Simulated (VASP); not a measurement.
# MgO: single point with PBE

MgO:

```
Mg O
1.0
     0.00000    2.07117    2.07117
     2.07117    0.00000    2.07117
     2.07117    2.07117    0.00000
Mg O
1 1
Direct
  0.00000 0.00000 0.00000
  0.50000 0.50000 0.50000
```

```json
{
 "Program": "VASP 6.6.1",
 "Task": "single point",
 "Functional": "PBE",
 "Potentials or basis": "VASP PAW PBE potentials, release 64 (Mg, O)",
 "Cutoff": "600 eV",
 "k mesh": "2 × 2 × 2",
 "Occupations": "gaussian, width 0.01 eV",
 "Spin": "no spin polarisation",
 "Dipole correction": "no",
 "Further INCAR settings": "ALGO = Normal; EDIFF = 1e-06; NBANDS = 11"
}
```

The pressure is 18.2 GPa and the band gap on the k mesh is 4.99 eV, direct.

Levels at points of the mesh, in eV from the valence-band top:
| k point | band 1 | band 2 | band 3 | band 4 | band 5 | band 6 | band 7 | band 8 | band 9 |
| --- | --- | --- | --- | --- | --- | --- | --- | --- | --- |
| (0.00, 0.00, 0.00) | -17.60 | 0.00 | 0.00 | 0.00 | 4.99 | 15.67 | 15.67 | 15.67 | 19.81 |
| (0.50, 0.00, 0.00) | -16.13 | -5.04 | -0.74 | -0.74 | 7.90 | 13.09 | 16.39 | 16.39 | 21.22 |
| (0.50, 0.50, 0.00) | -15.84 | -4.47 | -1.49 | -1.49 | 8.80 | 10.10 | 13.54 | 19.47 | 19.47 |

Run time: 4.9 s on 1 thread of Intel(R) Xeon(R) Platinum 8375C CPU @ 2.90GHz (Ice Lake), on a shared host, peak memory 0.13 GiB.

Caveat: the k points lie up to 1.31 Å⁻¹ apart.
